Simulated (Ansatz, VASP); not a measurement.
## Ru in VASP and in Ansatz

```
Ru
1.0
     2.76150    0.00000    0.00000
    -1.38075    2.39153    0.00000
     0.00000    0.00000    4.25238
Ru
2
Cartesian
  0.0000 1.5464 1.0631
  1.3807 0.8451 3.1893
```

Change from the starting cell: mode 5 frozen in at -0.047 Å, equal normal strain along x and y +0.0267.

Alike in both runs: task single point; functional PBEsol; k mesh 18 × 18 × 10; occupations gaussian, width 0.15 eV; no spin polarisation.

|  | VASP | Ansatz |
| --- | --- | --- |
| version | VASP 6.6.1 | Ansatz 0.2.0 |
| potentials or method | VASP PAW PBE potentials, release 64 (Ru_pv), cutoff 520 eV | scalar-relativistic, plane waves, PAW |
| valence electrons in the cell | 28 | 32 |

```csv
,VASP,Ansatz,Ansatz less VASP
gap on the k mesh at the Fermi level (eV),none,none,-
pressure (GPa),-15.2,-15.1,+0.12
"traceless stress, the component that is largest in VASP (GPa)",6.58,6.59,+0.010
rms of the force components (eV/Å),0.386,0.387,+0.0010
```

VASP's potentials were made for PBE, not for PBEsol, and Ansatz warns of the same on its side. Atom by atom the forces differ by 0.001 eV/Å (rms over components). A gap of «none» marks a metal or a gap that the smearing closes. VASP's potentials hold 28 valence electrons a cell and Ansatz's 32, so a difference there can come from the potentials and not from the codes.
